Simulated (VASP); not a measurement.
# Ta (Fd-3m) in VASP: a series of runs, part 2 of 2

VASP 6.6.1.

**4. Relaxation of cell and atoms, PBE, target pressure 270 GPa, at which the enthalpy is minimised**

This run uses another cell than the first one, of 11.83 Å³/atom, 0.916 times its volume.

Input file INCAR:

```
SYSTEM = Ta
  PREC = Accurate
  ENCUT = 600
  EDIFF = 1E-7
  ISMEAR = -1
  SIGMA = 0.05
  LREAL = .False.
  LASPH = .True.
  NELM = 100
  ALGO = Normal
  ISIF = 3
  LWAVE = .False.
  LCHARG = .False.
  GGA = PE
  IBRION = 2
  NSW = 60
  EDIFFG = -0.005
  PSTRESS = 2700.0
```

Input file KPOINTS:

```
Automatic mesh
0
Gamma
  14 14 14
  0 0 0
```

Input file POSCAR:

```
Ta
1.0
    0.0000000000      2.2785213406      2.2785213406
    2.2785213406      0.0000000000      2.2785213406
    2.2785213406      2.2785213406      0.0000000000
Ta
2
Direct
   -0.1250000000     -0.1250000000     -0.1250000000
    0.1250000000      0.1250000000      0.1250000000
```

Potentials or basis: VASP PAW PBE potentials, release 64 (Ta_pv).

Command:

```
$ cat potpaw_PBE.64/Ta_pv/POTCAR > POTCAR
$ mpirun -np 1 vasp_std > vasp.out
```

OUTCAR:

```text
SYSTEM = Ta
   PREC = Accurate
   ENCUT = 600
   EDIFF = 1E-7
   ISMEAR = -1
   LREAL = .False.
   LASPH = .True.
   NELM = 100
   ISIF = 3
   GGA = PE
   IBRION = 2
   NSW = 60
   EDIFFG = -0.005
   PSTRESS = 2700.0

 ion  position               nearest neighbor table
   1  0.875  0.875  0.875-   2 1.97   2 1.97   2 1.97   2 1.97
   2  0.125  0.125  0.125-   1 1.97   1 1.97   1 1.97   1 1.97

  LATTYP: Found a face centered cubic cell.
 ALAT       =     4.5570426812

  Lattice vectors:

 A1 = (   0.0000000000,   2.2785213406,   2.2785213406)
 A2 = (   2.2785213406,   0.0000000000,   2.2785213406)
 A3 = (   2.2785213406,   2.2785213406,   0.0000000000)

Analysis of symmetry for initial positions (statically):
=====================================================================
 Subroutine PRICEL returns:
 Original cell was already a primitive cell.

 Routine SETGRP: Setting up the symmetry group for a
 face centered cubic supercell.

 Subroutine GETGRP returns: Found 48 space group operations
 (whereof 12 operations were pure point group operations)
 out of a pool of 48 trial point group operations.

The static configuration has the point symmetry D_3d.
 The point group associated with its full space group is O_h .

Analysis of symmetry for dynamics (positions and initial velocities):
=====================================================================
 Subroutine PRICEL returns:
 Original cell was already a primitive cell.

 Routine SETGRP: Setting up the symmetry group for a
 face centered cubic supercell.

 Subroutine GETGRP returns: Found 48 space group operations
 (whereof 12 operations were pure point group operations)
 out of a pool of 48 trial point group operations.

The dynamic configuration has the point symmetry D_3d.
 The point group associated with its full space group is O_h .

 Subroutine INISYM returns: Found 48 space group operations
 (whereof 12 operations are pure point group operations),
 and found     1 'primitive' translations

----------------------------------------------------------------------------------------

                                     Primitive cell

  volume of cell :      23.6586

  direct lattice vectors                    reciprocal lattice vectors
     0.000000000  2.278521341  2.278521341    -0.219440560  0.219440560  0.219440560
     2.278521341  0.000000000  2.278521341     0.219440560 -0.219440560  0.219440560
     2.278521341  2.278521341  0.000000000     0.219440560  0.219440560 -0.219440560

  length of vectors
     3.222315782  3.222315782  3.222315782     0.380082200  0.380082200  0.380082200

  position of ions in fractional coordinates (direct lattice)
     0.875000000  0.875000000  0.875000000
     0.125000000  0.125000000  0.125000000

  ion indices of the primitive-cell ions
   primitive index   ion index
                 1           1
                 2           2

----------------------------------------------------------------------------------------

 KPOINTS: Automatic mesh

Automatic generation of k-mesh.
[... 57 lines left out ...]
   PREC   = accura    normal or accurate (medium, high low for compatibility)
   ISTART =      0    job   : 0-new  1-cont  2-samecut
   ICHARG =      2    charge: 1-file 2-atom 10-const
   ISPIN  =      1    spin polarized calculation?
   LNONCOLLINEAR =      F non collinear calculations
   LSORBIT =      F    spin-orbit coupling
   LASPH  =      T    aspherical Exc in radial PAW
   ENCUT  =  600.0 eV  44.10 Ry    6.64 a.u.   6.44  6.44  6.44*2*pi/ulx,y,z
   NELM   =    100;   NELMIN=  2; NELMDL= -5     # of ELM steps
   EDIFF  = 0.1E-06   stopping-criterion for ELM
   LREAL  =      F    real-space projection
   EDIFFG = -.5E-02   stopping-criterion for IOM
   NSW    =     60    number of steps for IOM
   IBRION =      2    ionic relax: 0-MD 1-quasi-New 2-CG
   NFREE  =      1    steps in history (QN), initial steepest desc. (CG)
   ISIF   =      3    stress and relaxation
   ISYM   =      2    0-nonsym 1-usesym 2-fastsym
   POTIM  = 0.5000    time-step for ionic-motion
   TEBEG  =    0.0;   TEEND  =   0.0 temperature during run
   PSTRESS= 2700.0 pullay stress
   NELECT =      22.0000    total number of electrons
   NUPDOWN=      -1.0000    fix difference up-down
   EMIN   =  10.00;   EMAX   =-10.00  energy-range for DOS
   EFERMI =   0.00;   METHOD = LEGACY
   ISMEAR =    -1;   SIGMA  =   0.05  broadening in eV -4-tet -1-fermi 0-gaus
   EFERMI_NEDOS =   21; number of points for ismear=-14 and -15
   IALGO  =     38    algorithm
   IMIX   =      4    mixing-type and parameters
     AMIX     =   0.40;   BMIX     =  1.00
     AMIX_MAG =   1.60;   BMIX_MAG =  1.00
  volume/ion in A,a.u.               =      11.83        79.83
  Fermi-wavevector in a.u.,A,eV,Ry     =   1.597911  3.019614 34.740028  2.553320
  Thomas-Fermi vector in A             =   2.695443
   LORBIT       =      0    0 simple, 1 ext, 2 COOP (PROOUT), +10 PAW based schemes
   GGA     = PE    functional components
   LHFCALC =     F    Hartree Fock is set to
   AEXX    =    0.0000 exact exchange contribution
   IVDW    =     0    specifies the selected vdW correction
   LEPSILON=     F    determine dielectric tensor
   LRPA    =     F    only Hartree local field effects (RPA)
 conjugate gradient relaxation of ions
 non-spin polarized calculation
  energy-cutoff  :      600.00
  volume of cell :       23.66
 maximum number of plane-waves:       808
 NGX is ok and might be reduce to    28
   NGX = 13   NGY = 13   NGZ = 13

--------------------------------------- Ionic step        1  -------------------------------------------

 number of electron      22.0000000 magnetization

 Free energy of the ion-electron system (eV)
  ---------------------------------------------------
  ext. energy  EPLUGINS =         0.00000000
  ---------------------------------------------------
  free energy    TOTEN  =        -0.66418067 eV

  energy without entropy =       -0.65533809  energy(sigma->0) =       -0.65975938

------------------------ aborting loop because EDIFF is reached ----------------------------------------

  FORCE on cell =-STRESS in cart. coord.  units (eV):
  Direction    XX          YY          ZZ          XY          YZ          ZX
  --------------------------------------------------------------------------------------
  -------------------------------------------------------------------------------------
  Total       54.6837720     54.6837720     54.6837720     -0.0000000      0.0000000      0.0000000
  in kB     3703.2220113   3703.2220113   3703.2220113     -0.0000000      0.0000000      0.0000000
  external PRESSURE =    1003.2220113 kB  Pullay stress =    2700.0000000 kB
[... 25 lines left out ...]
--------------------------------------- Ionic step        2  -------------------------------------------

 number of electron      22.0000009 magnetization

 E-fermi :   1.7725     XC(G=0):  -9.8365

 val. band max:        1.7659757617   @ k =   0.2857   0.0714   0.0000
 cond. band min:       1.7738892752   @ k =   0.1429   0.0000   0.0000
 fundamental gap:      0.0079135135
 Fermi energy:         1.7724943848

 k-point     1 :       0.0000    0.0000    0.0000
  band No.  band energies     occupation
      1     -32.3778      2.00000
      2     -32.3778      2.00000
      3     -32.3778      2.00000
      4     -31.6663      2.00000
      5     -31.6663      2.00000
      6     -31.6663      2.00000
      7      -3.6889      2.00000
      8       0.9189      2.00000
      9       0.9189      2.00000
     10       1.4941      1.99240
     11       1.4941      1.99240
     12       1.4941      1.99240
     13       3.7201      0.00000
     14       3.7201      0.00000
[... 486 lines left out ...]
  energy  without entropy=       -7.6987965538  energy(sigma->0) =       -7.70419174

  enthalpy is  TOTEN    =        38.8762954586 eV   P V=       46.5858823940

[... ionic steps 4 to 11 ...]

--------------------------------------- Ionic step       12  -------------------------------------------

 number of electron      22.0000003 magnetization

------------------------ aborting loop because EDIFF is reached ----------------------------------------
[... 71 lines left out ...]
--------------------------------------- Ionic step       14  -------------------------------------------

 number of electron      22.0000003 magnetization

 Free energy of the ion-electron system (eV)
  ---------------------------------------------------
  ext. energy  EPLUGINS =         0.00000000
  ---------------------------------------------------
  free energy    TOTEN  =        -5.07569034 eV

  energy without entropy =       -5.06448620  energy(sigma->0) =       -5.07008827

 E-fermi :   8.7493     XC(G=0): -13.9770

 val. band max:        8.7479350016   @ k =   0.3571   0.2143   0.0000
 cond. band min:       8.7546355544   @ k =  -0.4286   0.3571   0.0714
 fundamental gap:      0.0067005528
 Fermi energy:         8.7493413533

 k-point     1 :       0.0000    0.0000    0.0000
  band No.  band energies     occupation
      1     -28.2683      2.00000
      2     -28.2683      2.00000
      3     -28.2683      2.00000
      4     -23.7656      2.00000
      5     -23.7656      2.00000
      6     -23.7656      2.00000
      7       0.3260      2.00000
      8       3.7100      2.00000
      9       3.7100      2.00000
     10       7.8219      2.00000
     11       7.8219      2.00000
     12       7.8219      2.00000
     13      13.2856      0.00000
     14      13.2856      0.00000
[... 448 lines left out ...]
  energy  without entropy=       -5.0644861955  energy(sigma->0) =       -5.07008827

  enthalpy is  TOTEN    =        38.5560592242 eV   P V=       43.6317495688

 reached required accuracy - stopping structural energy minimisation
```

CONTCAR:

```text
Ta
   1.00000000000000
     0.0000000000000000    2.3480453656779607    2.3480453656779607
     2.3480453656779607   -0.0000000000000000    2.3480453656779607
     2.3480453656779607    2.3480453656779607    0.0000000000000000
  Ta
     2
Direct
     0.8750000000000000    0.8750000000000000    0.8750000000000000
     0.1250000000000000    0.1250000000000000    0.1250000000000000

  0.00000000E+00  0.00000000E+00  0.00000000E+00
  0.00000000E+00  0.00000000E+00  0.00000000E+00
```

Wall time 8.7 min (1 thread of Intel Xeon Platinum 8175M at 2.50GHz (Skylake/Cascade Lake), shared host); peak memory 0.19 GiB.

What came out:

* Free energy: -5.0757 eV
* Relaxed volume: 12.95 Å³/atom
* Relaxed cell: a = 3.321 Å, b = 3.321 Å, c = 3.321 Å, α = 60.00°, β = 60.00°, γ = 60.00°
* Space group after relaxing (to 0.05 Å): Fd-3m (No. 227)
* Energy change on relaxing (the enthalpy is what falls): -2205.8 meV/atom
* Ionic steps: 14
* Pressure after relaxing: 270.0 GPa
* Band gap on the k mesh: zero (band 11 reaches 10.61 eV, above the bottom of band 12 at 6.32 eV)

The path:
```csv
step,energy change (eV),largest force (eV/Å),pressure (GPa),volume (Å³)
1,0.0000,0.0000,370.32,23.66
2,-17.1700,0.0000,-2.82,59.16
3,-7.0454,0.0000,213.80,27.64
4,-4.6233,0.0000,265.47,26.02
5,-4.4152,0.0000,269.92,25.89
6,-4.3374,0.0000,271.58,25.85
7,-4.3488,0.0000,271.34,25.85
8,-4.3830,0.0000,270.61,25.87
9,-4.3839,0.0000,270.60,25.87
10,-4.3863,0.0000,270.54,25.88
11,-4.3912,0.0000,270.44,25.88
12,-4.4010,0.0000,270.22,25.88
13,-4.4206,0.0000,269.80,25.90
14,-4.4115,0.0000,269.99,25.89
```

Final structure:
```xyz
2
Lattice="0.0000 2.3480 2.3480 2.3480 0.0000 2.3480 2.3480 2.3480 0.0000" Properties=species:S:1:pos:R:3 pbc="T T T"
Ta    4.1091    4.1091    4.1091
Ta    0.5870    0.5870    0.5870
```

Caveat: the cell is relaxed towards a set pressure, so the enthalpy falls and the energy may rise; spin-orbit coupling is left out, which moves the levels of the heavy elements.

**5. Relaxation of cell and atoms, PBE, target pressure 270 GPa, at which the enthalpy is minimised**

Input file INCAR:

```
SYSTEM = Ta
ALGO = Normal
EDIFF = 1E-6
EDIFFG = -0.005
ENCUT = 600
GGA = PE
IBRION = 2
ISIF = 3
ISMEAR = -1
LASPH = .TRUE.
LCHARG = .FALSE.
LREAL = .FALSE.
LWAVE = .FALSE.
NELM = 100
NSW = 32
PREC = Accurate
PSTRESS = 2700.0
SIGMA = 0.05
```

Input file KPOINTS:

```
k-points
0
G
  14 14 14
  0 0 0
```

Input file POSCAR:

```
Ta
1.0
    0.0000000000      2.3460144410      2.3460144410
    2.3460144410      0.0000000000      2.3460144410
    2.3460144410      2.3460144410      0.0000000000
Ta
2
Direct
   -0.1250000000     -0.1250000000     -0.1250000000
    0.1250000000      0.1250000000      0.1250000000
```

Command:

```
$ cat potpaw_PBE.64/Ta_pv/POTCAR > POTCAR
$ mpirun -np 1 vasp_std > vasp.out
```

It took 2.7 min on 1 thread of Intel Xeon Platinum 8175M at 2.50GHz (Skylake/Cascade Lake), shared host; peak memory 0.19 GiB.

Results (log left out):

| Item | Value |
| --- | --- |
| Free energy | -5.0783 eV |
| Relaxed volume | 12.95 Å³/atom |
| Relaxed cell | a = 3.321 Å, b = 3.321 Å, c = 3.321 Å, α = 60.00°, β = 60.00°, γ = 60.00° |
| Space group after relaxing (to 0.05 Å) | Fd-3m (No. 227) |
| Energy change on relaxing (the enthalpy is what falls) | -57.9 meV/atom |
| Ionic steps | 3 |
| Pressure after relaxing | 270.0 GPa |
| Band gap on the k mesh | zero (band 11 reaches 10.61 eV, above the bottom of band 12 at 6.32 eV) |

The path:
| step | energy change (eV) | largest force (eV/Å) | pressure (GPa) | volume (Å³) |
| --- | --- | --- | --- | --- |
| 1 | 0.0000 | 0.0000 | 272.45 | 25.82 |
| 2 | -1.2043 | 0.0000 | 246.67 | 26.57 |
| 3 | -0.1157 | 0.0000 | 269.96 | 25.89 |

Final structure:
```
Ta
1.0
     0.00000    2.34808    2.34808
     2.34808    0.00000    2.34808
     2.34808    2.34808    0.00000
Ta
2
Cartesian
  4.1091 4.1091 4.1091
  0.5870 0.5870 0.5870
```

Levels at points of the mesh, in eV from the Fermi level:
| k point | band 8 | band 9 | band 10 | band 11 | band 12 | band 13 | band 14 | band 15 |
| --- | --- | --- | --- | --- | --- | --- | --- | --- |
| (0.00, 0.00, 0.00) | -5.04 | -5.04 | -0.93 | -0.93 | -0.93 | 4.54 | 4.54 | 4.54 |
| (0.50, 0.00, 0.00) | -4.34 | -4.34 | -3.48 | -2.43 | -2.43 | 2.81 | 7.40 | 7.40 |
| (0.50, 0.50, 0.00) | -6.85 | -2.35 | -2.35 | 1.17 | 1.17 | 2.92 | 2.92 | 9.39 |

Caveat: the cell is relaxed towards a set pressure, so the enthalpy falls and the energy may rise; spin-orbit coupling is left out, which moves the levels of the heavy elements.

**6. The runs side by side**

| task | cell | cutoff (eV) | gap on the mesh (eV) | pressure (GPa) |
| --- | --- | --- | --- | --- |
| single point | a = 3.318 Å, angles 60.0°, 2 atoms | 520 | none | 272.4 |
| single point | a = 3.314 Å, angles 60.0°, 2 atoms | 520 | none | 275.2 |
| relaxation of cell and atoms | relaxed to 270 GPa from a = 3.222 Å, angles 60.0°, 2 atoms | 600 | none | 270.0 |
| relaxation of cell and atoms | relaxed to 270 GPa from a = 3.318 Å, angles 60.0°, 2 atoms | 600 | none | 270.0 |

Alike in all rows: level PBE; potentials or basis VASP PAW PBE potentials, release 64 (Ta_pv); no spin polarisation; k mesh 14 × 14 × 14; smearing fermi-dirac 0.05 eV.

Caveats: spin-orbit coupling is left out, which moves the levels of the heavy elements; the cell is relaxed towards a set pressure, so the enthalpy falls and the energy may rise (some runs).

Absolute energies hang on the potentials; compare differences alone.
